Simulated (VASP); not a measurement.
The system is TaF3.

```
Ta F
1.0
     4.15574    0.00000    0.00000
     0.00000    4.15574    0.00000
     0.00000    0.00000    4.15574
Ta F
1 3
Direct
  0.00000 0.00000 0.00000
  0.00000 0.00000 0.50000
  0.00000 0.50000 0.00000
  0.50000 0.00000 0.00000
```

Base run:

```yaml
Program: VASP 6.6.1
Functional: PBE
Potentials_or_basis: VASP PAW PBE potentials, release 64 (Ta_pv, F)
Cutoff: 520 eV
k_mesh: 7 × 7 × 7
Occupations: fermi-dirac, width 0.05 eV
Spin: no spin polarisation
Hubbard_terms: Ta d U = 5.0 eV
```

Its results: band gap on the k mesh zero (band 16 reaches 4.55 eV, above the bottom of band 17 at 2.58 eV); pressure 2.0 GPa.

The run is repeated on the same cell with these changes: potentials or basis from VASP PAW PBE potentials, release 64 (Ta_pv, F) to VASP PAW PBE potentials, release 64 (Ta_sv_GW, F); cutoff from 520 eV to 600 eV; further incar settings from ALGO = Normal; EDIFF = 1e-06; NBANDS = 24 to ALGO = Normal; EDIFF = 1e-06; NBANDS = 25; valence electrons from 32 to 34. What comes out?

Band gap on the k mesh zero (band 17 reaches 5.85 eV, above the bottom of band 18 at 3.88 eV); pressure 1.6 GPa.

Caveats: spin-orbit coupling is left out, which moves the levels of the heavy elements; U without spin polarisation on a metal has little footing.
